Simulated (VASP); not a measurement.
Wanted: the native input for a VASP 6.6.1 run.

* Task: single point
* Functional: RPBE
* Dispersion: D3(BJ)
* Potentials or basis: VASP PAW PBE potentials, release 64 (Mg, O)
* Cutoff: 520 eV
* k mesh: 10 × 10 × 10
* Occupations: gaussian, width 0.05 eV
* Spin: no spin polarisation
* Dipole correction: no
* Further INCAR settings: ALGO = Normal; EDIFF = 1e-06; NBANDS = 11

The structure of MgO lies in POSCAR:

```
MgO
1.0
    2.9380209034      0.0000000000      0.0000000000
   -1.4690104517      2.5444007392      0.0000000000
    0.0000000000      0.0000000000      2.6796800000
Mg O
1 1
Direct
    0.0000000000      0.0000000000      0.0000000000
    0.3333333333      0.6666666667      0.5000000000
```

The input as run:

INCAR

```
SYSTEM = MgO
ALGO     = Normal         ! electronic algorithm
EDIFF    = 1E-6           ! SCF threshold, eV
ENCUT    = 520            ! plane-wave cutoff, eV
GGA      = RP             ! functional
ISIF     = 2              ! what is computed and relaxed
ISMEAR   = 0              ! smearing method
IVDW     = 12             ! dispersion correction
LASPH    = .True.         ! aspherical terms in the spheres
LCHARG   = .False.        ! write CHGCAR
LREAL    = .False.        ! projectors in reciprocal space
LWAVE    = .False.        ! write WAVECAR
NBANDS   = 11             ! bands
NELM     = 60             ! most SCF steps
PREC     = Accurate       ! precision mode
SIGMA    = 0.05           ! smearing width, eV
```

KPOINTS

```
k-points
0
Gamma
  10 10 10
  0 0 0
```

Potentials or basis: VASP PAW PBE potentials, release 64 (Mg, O).

Launch:

```sh
$ cat potpaw_PBE.64/Mg/POTCAR potpaw_PBE.64/O/POTCAR > POTCAR
$ mpirun -np 1 vasp_std > vasp.out
```

Results of the run:

* Pressure: -18.3 GPa
* Band gap on the k mesh: 3.10 eV, indirect (least direct gap 3.49 eV)
* Dispersion energy per atom: -1.177 eV

Caveat: the PAW data sets were made with another functional, which shifts forces and pressure a little.

It took 11 s on 1 thread of Intel Xeon 6975P-C, on a shared host, peak memory 0.16 GiB.
